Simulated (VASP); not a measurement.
# Pt (P6_3/mmc) in VASP: further runs

The runs below take Pt through single point, with LDA.

Program: VASP 6.6.1. These are calculated values, not measurements. Logs are shortened: lines on timing, memory, paths and dates and some standing lists are left out, and cuts for length are marked.

### Step 1. The cell of the first run

It takes space group P6_3/mmc (No. 194, hexagonal). Conventional cell: a = 2.862 Å, b = 2.862 Å, c = 4.942 Å, α = 90.00°, β = 90.00°, γ = 120.00°. Within 3.8 Å of Pt (site symmetry -6m2) lie 12 Pt at 2.86 to 2.97 Å.

This isn't the form of Pt at room conditions, which is fcc.

### Step 2. Single point, LDA (17.53 Å³/atom)

The input, INCAR:

```
PREC = Accurate
ENCUT = 570
EDIFF = 1E-6
ISMEAR = 0
SIGMA = 0.15
LREAL = False
LASPH = True
NELM = 120
ALGO = Normal
ISIF = 2
LWAVE = False
LCHARG = False
GGA = CA
NBANDS = 25
GGA_COMPAT = False
```

The input, KPOINTS:

```
Automatic mesh
0
Gamma
  21 21 10
```

The input, POSCAR:

```
Pt
1.0
    2.8619386323      0.0000000000      0.0000000000
   -1.4309693161      2.4785115596      0.0000000000
    0.0000000000      0.0000000000      4.9418131020
Pt
2
Direct
    0.6666666667      0.3333333333      0.7500000000
    0.3333333333      0.6666666667      0.2500000000
```

Potentials or basis: VASP PAW LDA potentials, release 64 (Pt_sv_GW).

On the command line:

```
$ cat potpaw_LDA.64/Pt_sv_GW/POTCAR > POTCAR
$ mpirun -np 1 vasp_std > vasp.out
```

OUTCAR:

```text
PREC = Accurate
   ENCUT = 570
   EDIFF = 1E-6
   ISMEAR = 0
   LREAL = False
   LASPH = True
   NELM = 120
   ISIF = 2
   GGA = CA

 ion  position               nearest neighbor table
   1  0.667  0.333  0.750-   2 2.97   2 2.97   2 2.97   2 2.97   2 2.97   2 2.97
   2  0.333  0.667  0.250-   1 2.97   1 2.97   1 2.97   1 2.97   1 2.97   1 2.97

  LATTYP: Found a hexagonal cell.
 ALAT       =     2.8619386323
 C/A-ratio  =     1.7267362222

  Lattice vectors:

 A1 = (   2.8619386323,   0.0000000000,   0.0000000000)
 A2 = (  -1.4309693161,   2.4785115596,   0.0000000000)
 A3 = (   0.0000000000,   0.0000000000,   4.9418131020)

Analysis of symmetry for initial positions (statically):
=====================================================================
 Subroutine PRICEL returns:
 Original cell was already a primitive cell.

 Routine SETGRP: Setting up the symmetry group for a
 hexagonal supercell.

 Subroutine GETGRP returns: Found 24 space group operations
 (whereof 12 operations were pure point group operations)
 out of a pool of 24 trial point group operations.

The static configuration has the point symmetry D_3d.
 The point group associated with its full space group is D_6h.

Analysis of symmetry for dynamics (positions and initial velocities):
=====================================================================
 Subroutine PRICEL returns:
 Original cell was already a primitive cell.

 Routine SETGRP: Setting up the symmetry group for a
 hexagonal supercell.

 Subroutine GETGRP returns: Found 24 space group operations
 (whereof 12 operations were pure point group operations)
 out of a pool of 24 trial point group operations.

The dynamic configuration has the point symmetry D_3d.
 The point group associated with its full space group is D_6h.

 Subroutine INISYM returns: Found 24 space group operations
 (whereof 12 operations are pure point group operations),
 and found     1 'primitive' translations

----------------------------------------------------------------------------------------

                                     Primitive cell

  volume of cell :      35.0540

  direct lattice vectors                    reciprocal lattice vectors
     2.861938632  0.000000000  0.000000000     0.349413502  0.201733979  0.000000000
    -1.430969316  2.478511560  0.000000000     0.000000000  0.403467959  0.000000000
     0.000000000  0.000000000  4.941813102     0.000000000  0.000000000  0.202354881

  length of vectors
[... 81 lines left out ...]
   NELM   =    120;   NELMIN=  2; NELMDL= -5     # of ELM steps
   EDIFF  = 0.1E-05   stopping-criterion for ELM
   LREAL  =      F    real-space projection
   EDIFFG = 0.1E-04   stopping-criterion for IOM
   NSW    =      0    number of steps for IOM
   IBRION =     -1    ionic relax: 0-MD 1-quasi-New 2-CG
   NFREE  =      0    steps in history (QN), initial steepest desc. (CG)
   ISIF   =      2    stress and relaxation
   ISYM   =      2    0-nonsym 1-usesym 2-fastsym
   POTIM  = 0.5000    time-step for ionic-motion
   TEBEG  =    0.0;   TEEND  =   0.0 temperature during run
   PSTRESS=    0.0 pullay stress
   NELECT =      36.0000    total number of electrons
   NUPDOWN=      -1.0000    fix difference up-down
   EMIN   =  10.00;   EMAX   =-10.00  energy-range for DOS
   EFERMI =   0.00;   METHOD = LEGACY
   ISMEAR =     0;   SIGMA  =   0.15  broadening in eV -4-tet -1-fermi 0-gaus
   EFERMI_NEDOS =   21; number of points for ismear=-14 and -15
   IALGO  =     38    algorithm
   IMIX   =      4    mixing-type and parameters
     AMIX     =   0.40;   BMIX     =  1.00
     AMIX_MAG =   1.60;   BMIX_MAG =  1.00
  volume/ion in A,a.u.               =      17.53       118.28
  Fermi-wavevector in a.u.,A,eV,Ry     =   1.651695  3.121251 37.117996  2.728096
  Thomas-Fermi vector in A             =   2.740431
   LORBIT       =      0    0 simple, 1 ext, 2 COOP (PROOUT), +10 PAW based schemes
   GGA     = CA    functional components
   LHFCALC =     F    Hartree Fock is set to
   AEXX    =    0.0000 exact exchange contribution
   IVDW    =     0    specifies the selected vdW correction
   LEPSILON=     F    determine dielectric tensor
   LRPA    =     F    only Hartree local field effects (RPA)
 non-spin polarized calculation
 Gauss-broadening in eV      SIGMA  =   0.15
  energy-cutoff  :      570.00
  volume of cell :       35.05
 maximum number of plane-waves:      1123
 NGX is ok and might be reduce to    24
   NGX = 11   NGY = 11   NGZ = 19

 number of electron      36.0000002 magnetization

 Free energy of the ion-electron system (eV)
  ---------------------------------------------------
  ext. energy  EPLUGINS =         0.00000000
  ---------------------------------------------------
  free energy    TOTEN  =       -13.94030065 eV

  energy without entropy =      -13.88716363  energy(sigma->0) =      -13.91373214

 E-fermi :   7.8766     XC(G=0): -13.4183

 val. band max:        7.8753881859   @ k =   0.3333   0.1905   0.5000
 cond. band min:       7.8798656249   @ k =   0.4286   0.1429   0.1000
 fundamental gap:      0.0044774390
 Fermi energy:         7.8765955642

 k-point     1 :       0.0000    0.0000    0.0000
  band No.  band energies     occupation
      1     -89.8772      2.00000
      2     -89.8664      2.00000
      3     -44.2836      2.00000
      4     -44.1878      2.00000
      5     -44.1878      2.00000
      6     -44.1595      2.00000
[... 661 lines left out ...]
     24      24.1395      0.00000
     25      25.6525      0.00000

 [... further k-points ...]

------------------------ aborting loop because EDIFF is reached ----------------------------------------

  FORCE on cell =-STRESS in cart. coord.  units (eV):
  Direction    XX          YY          ZZ          XY          YZ          ZX
  --------------------------------------------------------------------------------------
  -------------------------------------------------------------------------------------
  Total       -7.2707479     -7.2707479     -6.5880765     -0.0000000      0.0000000      0.0000000
  in kB     -332.3166401   -332.3166401   -301.1144744     -0.0000000      0.0000000      0.0000000
  external PRESSURE =    -321.9159182 kB  Pullay stress =       0.0000000 kB

 VOLUME and BASIS-vectors are now :
 -----------------------------------------------------------------------------
  energy-cutoff  :      570.00
  volume of cell :       35.05
      direct lattice vectors                 reciprocal lattice vectors
     2.861938632  0.000000000  0.000000000     0.349413502  0.201733979  0.000000000
    -1.430969316  2.478511560  0.000000000     0.000000000  0.403467959  0.000000000
     0.000000000  0.000000000  4.941813102     0.000000000  0.000000000  0.202354881

 POSITION                                       TOTAL-FORCE (eV/Angst)
 -----------------------------------------------------------------------------------
      1.43097      0.82617      3.70636         0.000000     -0.000000      0.000000
     -0.00000      1.65234      1.23545        -0.000000      0.000000      0.000000
 -----------------------------------------------------------------------------------
    total drift:                               -0.000000      0.000000     -0.000000

  FREE ENERGIE OF THE ION-ELECTRON SYSTEM (eV)
  ---------------------------------------------------
  free  energy   TOTEN  =       -13.9403006485 eV

  energy  without entropy=      -13.8871636251  energy(sigma->0) =      -13.91373214
```

OSZICAR:

```text
N       E                     dE             d eps       ncg     rms          rms(c)
DAV:   1     0.429364702956E+03    0.42936E+03   -0.28213E+04 16160   0.168E+03
DAV:   2    -0.135134454338E+01   -0.43072E+03   -0.42090E+03 17187   0.591E+02
DAV:   3    -0.165912297266E+02   -0.15240E+02   -0.15036E+02 16750   0.107E+02
DAV:   4    -0.167017134450E+02   -0.11048E+00   -0.11025E+00 17016   0.952E+00
DAV:   5    -0.167023919064E+02   -0.67846E-03   -0.67829E-03 17097   0.698E-01    0.859E+01
DAV:   6    -0.140060987167E+02    0.26963E+01   -0.61733E+00 14995   0.194E+01    0.421E+01
DAV:   7    -0.139583299980E+02    0.47769E-01   -0.50571E-01 17467   0.481E+00    0.116E+01
DAV:   8    -0.139403952924E+02    0.17935E-01   -0.70220E-02 15574   0.251E+00    0.558E-01
DAV:   9    -0.139403599161E+02    0.35376E-04   -0.95841E-04 15933   0.282E-01    0.222E-01
DAV:  10    -0.139403007422E+02    0.59174E-04   -0.74838E-05 17469   0.101E-01    0.128E-01
DAV:  11    -0.139403006485E+02    0.93704E-07   -0.16711E-06 12322   0.130E-02
   1 F= -.13940301E+02 E0= -.13913732E+02  d E =-.531370E-01
```

stdout:

```text
POSCAR found type information on POSCAR Pt
 POSCAR found :  1 types and       2 ions
 scaLAPACK will be used
 LDA part: xc-table for (Slater(with rela. corr.)+CA(PZ))
 , standard interpolation
 POSCAR, INCAR and KPOINTS ok, starting setup
 FFT: planning ... GRIDC
 FFT: planning ... GRID_SOFT
 FFT: planning ... GRID
 WAVECAR not read
 entering main loop
```

Wall time 72 s (1 thread of Intel Xeon 6975P-C (Granite Rapids), shared host); peak memory 0.33 GiB.

What came out:

```yaml
Free_energy: -13.9403 eV
Pressure: -32.2 GPa
Band_gap_on_the_k_mesh: zero (bands 18 and 19 overlap by 1.03 eV)
```

Caveat: the cell stands under tension; spin-orbit coupling is left out, which moves the levels of the heavy elements.

### Step 3. Single point, LDA, collinear spin (12.18 Å³/atom)

This run uses another cell than the first one, of 12.18 Å³/atom.

The input, INCAR:

```
PREC     = Accurate       # precision mode
ENCUT    = 570            # plane-wave cutoff, eV
EDIFF    = 1E-6           # SCF threshold, eV
ISMEAR   = 0              # smearing method
SIGMA    = 0.15           # smearing width, eV
LREAL    = False          # projectors in reciprocal space
LASPH    = True           # aspherical terms in the spheres
NELM     = 200            # most SCF steps
ALGO     = Normal         # electronic algorithm
ISIF     = 2              # what is computed and relaxed
LWAVE    = False          # write WAVECAR
LCHARG   = False          # write CHGCAR
ISPIN    = 2              # spin polarisation
MAGMOM   = 0.05 0.05      # initial moments
LORBIT   = 11             # projections on sites
NUPDOWN  = 0.1            # fixed moment
LMAXMIX  = 4              # l up to which the mixer works
GGA      = CA             # functional
NBANDS   = 29             # bands
GGA_COMPAT= False
```

KPOINTS is that of step 2.

The input, POSCAR:

```
Pt
1.0
    2.5349048657      0.0000000000      0.0000000000
   -1.2674524328      2.1952920098      0.0000000000
    0.0000000000      0.0000000000      4.3771120513
Pt
2
Direct
    0.6666666667      0.3333333333      0.7500000000
    0.3333333333      0.6666666667      0.2500000000
```

Potentials or basis: VASP PAW LDA potentials, release 64 (Pt_sv_GW).

On the command line:

```
$ cat potpaw_LDA.64/Pt_sv_GW/POTCAR > POTCAR
$ mpirun -np 1 vasp_std > vasp.out
```

OUTCAR:

```text
PREC = Accurate
   ENCUT = 570
   EDIFF = 1E-6
   ISMEAR = 0
   LREAL = False
   LASPH = True
   NELM = 200
   ISIF = 2
   ISPIN = 2
   LORBIT = 11
   NUPDOWN = 0.1
   GGA = CA

 ion  position               nearest neighbor table
   1  0.667  0.333  0.750-   2 2.63   2 2.63   2 2.63   2 2.63   2 2.63   2 2.63
   2  0.333  0.667  0.250-   1 2.63   1 2.63   1 2.63   1 2.63   1 2.63   1 2.63

  LATTYP: Found a hexagonal cell.
 ALAT       =     2.5349048657
 C/A-ratio  =     1.7267362221

  Lattice vectors:

 A1 = (   2.5349048657,   0.0000000000,   0.0000000000)
[... 1756 lines left out ...]
 VOLUME and BASIS-vectors are now :
 -----------------------------------------------------------------------------
  energy-cutoff  :      570.00
  volume of cell :       24.36
      direct lattice vectors                 reciprocal lattice vectors
     2.534904866  0.000000000  0.000000000     0.394492122  0.227760133  0.000000000
    -1.267452433  2.195292010  0.000000000     0.000000000  0.455520266  0.000000000
     0.000000000  0.000000000  4.377112051     0.000000000  0.000000000  0.228461138

 POSITION                                       TOTAL-FORCE (eV/Angst)
 -----------------------------------------------------------------------------------
      1.26745      0.73176      3.28283        -0.000000     -0.000000      0.000000
     -0.00000      1.46353      1.09428         0.000000      0.000000      0.000000
 -----------------------------------------------------------------------------------
    total drift:                                0.000000     -0.000000      0.000000

  FREE ENERGIE OF THE ION-ELECTRON SYSTEM (eV)
  ---------------------------------------------------
  free  energy   TOTEN  =       -13.1121425227 eV

  energy  without entropy=      -13.0823580211  energy(sigma->0) =      -13.09725027

 total charge

# of ion       s       p       d       f       tot
--------------------------------------------------
    1        4.615   6.150   8.018   0.052  18.835
    2        4.615   6.150   8.018   0.052  18.835
--------------------------------------------------
tot          9.229  12.301  16.036   0.104  37.670

 magnetization (x)

# of ion       s       p       d       f       tot
--------------------------------------------------
    1        0.004   0.000   0.049   0.000   0.053
    2        0.004   0.000   0.049   0.000   0.053
--------------------------------------------------
tot          0.007   0.001   0.099   0.000   0.107
```

stdout:

```text
POSCAR found type information on POSCAR Pt
 POSCAR found :  1 types and       2 ions
 scaLAPACK will be used
 LDA part: xc-table for (Slater(with rela. corr.)+CA(PZ))
 , standard interpolation
 POSCAR, INCAR and KPOINTS ok, starting setup
 FFT: planning ... GRIDC
 FFT: planning ... GRID_SOFT
 FFT: planning ... GRID
 WAVECAR not read
 entering main loop
```

Wall time 3.9 min (1 thread of Intel Xeon Platinum 8488C (Sapphire Rapids), shared host); peak memory 0.4 GiB.

What came out:

| Quantity | Value |
| --- | --- |
| Free energy | -13.1121 eV |
| Pressure | 100.9 GPa |
| Net moment | 0.10 μB per cell |
| Site moments | Pt +0.05 μB |

Stress tensor (GPa, compression positive):
```
105.33   0.00   0.00
  0.00 105.33   0.00
  0.00   0.00  92.12
```

Caveat: the stress differs along the axes, from 92 to 105 GPa; spin-orbit coupling is left out, which moves the levels of the heavy elements; the total moment is fixed, so each spin has its own Fermi level and the state may be an excited one.

### Step 4. Single point, LDA, collinear spin (14.19 Å³/atom)

This run uses another cell than the first one, of 14.19 Å³/atom.

The input, INCAR:

```
PREC = Accurate
ENCUT = 520
EDIFF = 1E-7
ISMEAR = 0
SIGMA = 0.15
LREAL = F
LASPH = T
NELM = 150
ALGO = Fast
ISIF = 2
LWAVE = F
LCHARG = F
ISPIN = 2
MAGMOM = 0.5 0.5
LORBIT = 11
NUPDOWN = 1.0
LMAXMIX = 4
GGA = CA
NBANDS = 21
```

The input, KPOINTS:

```
regular mesh
0
Gamma
  21 21 10
```

The input, POSCAR:

```
Pt
1.0
    2.6670688980      0.0000000000      0.0000000000
   -1.3335344490      2.3097494193      0.0000000000
    0.0000000000      0.0000000000      4.6053244732
Pt
2
Direct
    0.6666666667      0.3333333333      0.7500000000
    0.3333333333      0.6666666667      0.2500000000
```

Potentials or basis: VASP PAW LDA potentials, release 64 (Pt).

On the command line:

```
$ cat potpaw_LDA.64/Pt/POTCAR > POTCAR
$ mpirun -np 1 vasp_std > vasp.out
```

Wall time 2.2 min (1 thread of AMD EPYC 9R45 (Zen 5), shared host); peak memory 0.29 GiB.

Results (log left out):

```yaml
Free_energy: -14.7448 eV
Pressure: 18.3 GPa
Net_moment: 1.00 μB per cell
Site_moments: Pt +0.49 μB
Valence_electrons_inside_the_program's_atomic_spheres: Pt 9.49
```

Stress tensor (GPa, compression positive):
```
20.90  0.00  0.00
 0.00 20.90  0.00
 0.00  0.00 13.11
```

Caveat: the stress differs along the axes, from 13 to 21 GPa; spin-orbit coupling is left out, which moves the levels of the heavy elements; the total moment is fixed, so each spin has its own Fermi level and the state may be an excited one.

### Step 5. Summary

```tsv
potentials or basis	spin	fixed moment (μB)	cell	cutoff (eV)	pressure (GPa)	moment (μB)
VASP PAW LDA potentials, release 64 (Pt_sv_GW)	off	-	a = 2.862, b = 2.862, c = 4.942 Å, angles 90.0, 90.0, 120.0°, 2 atoms	570	-32.2	-
VASP PAW LDA potentials, release 64 (Pt_sv_GW)	collinear	0.1	a = 2.535, b = 2.535, c = 4.377 Å, angles 90.0, 90.0, 120.0°, 2 atoms	570	100.9	0.10
VASP PAW LDA potentials, release 64 (Pt)	collinear	1.0	a = 2.667, b = 2.667, c = 4.605 Å, angles 90.0, 90.0, 120.0°, 2 atoms	520	18.3	1.00
```

Alike in all rows: task single point; level LDA; k mesh 21 × 21 × 10; smearing gaussian 0.15 eV.

Caveats: spin-orbit coupling is left out, which moves the levels of the heavy elements; the total moment is fixed, so each spin has its own Fermi level and the state may be an excited one (at least some runs); the cell stands under tension (at least some runs); the stress differs along the axes, from 92 to 105 GPa (at least some runs); the stress differs along the axes, from 13 to 21 GPa (at least some runs).

Absolute energies hang on the potentials; compare differences alone.
